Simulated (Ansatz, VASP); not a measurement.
# TiO2: VASP beside Ansatz

Contents of INCAR:

```
ALGO = Normal ; EDIFF = 1E-6
EDIFFG = -0.005 ; ENCUT = 600
GGA = PE ; IBRION = 2
ISIF = 3 ; ISMEAR = -1
LASPH = True ; LCHARG = False
LREAL = False ; LWAVE = False
NELM = 100 ; NSW = 40
PREC = Accurate ; SIGMA = 0.05
```

Contents of KPOINTS:

```
k-points
0
Gamma
  6 6 9
```

The input POSCAR:

```
TiO2
1.0
    4.5998373239      0.0000000000      0.0000000000
    0.0000000000      4.5998373239      0.0000000000
    0.0000000000      0.0000000000      2.9592135600
Ti O
2 4
Direct
    0.0000000000      0.0000000000      0.5000000000
    0.5000000000      0.5000000000      0.0000000000
    0.3043213200      0.3043213200      0.5000000000
    0.1956786800      0.8043213200      0.0000000000
    0.8043213200      0.1956786800      0.0000000000
    0.6956786800      0.6956786800      0.5000000000
```

The input input.yaml:

```yaml
crystal:
  lattice:
    - [4.5998373239, 0.0, 0.0]
    - [0.0, 4.5998373239, 0.0]
    - [0.0, 0.0, 2.95921356]
  atoms:
    - { symbol: Ti, position: [0.0, 0.0, 0.5] }
    - { symbol: Ti, position: [0.5, 0.5, 0.0] }
    - { symbol: O, position: [0.30432132, 0.30432132, 0.5] }
    - { symbol: O, position: [0.19567868, 0.80432132, 0.0] }
    - { symbol: O, position: [0.80432132, 0.19567868, 0.0] }
    - { symbol: O, position: [0.69567868, 0.69567868, 0.5] }
hamiltonian:
  xc: pbe
  pseudopotentials: { kind: paw }
kpoints:
  mp_grid: { grid: [6, 6, 9] }
scf:
  occupations: { method: fermi_dirac, width: 0.05 }
output:
  forces: true
  stress: true
relax:
  f_tol: 0.01
  max_steps: 40
  cell: { stress_tol: 0.05 }
```

Alike in both runs: task relaxation of cell and atoms; functional PBE; k mesh 6 × 6 × 9; occupations fermi-dirac, width 0.05 eV; no spin polarisation.

|  | VASP | Ansatz |
| --- | --- | --- |
| version | VASP 6.6.1 | Ansatz 0.2.0 |
| potentials or method | VASP PAW PBE potentials, release 54 (Ti_sv, O) | Ansatz PAW |
| plane-wave cutoff (eV) | 600 | 420 |
| valence electrons in the cell | 48 | 48 |

VASP gave:

```
relaxed volume (Å³/atom)                                     : 10.67
relaxed cell length with the largest relative difference (Å) : 2.967
```

Which values does Ansatz return?

Relaxed volume (Å³/atom): 10.65; relaxed cell length with the largest relative difference (Å): 2.964.

Noted on Ansatz's run: odd divisions of the mesh miss points on the zone boundary, where band edges often lie, so the gap on the mesh can be too wide; the plane-wave basis is chosen anew once the cell has moved, so the energies of steps on either side of that aren't comparable.
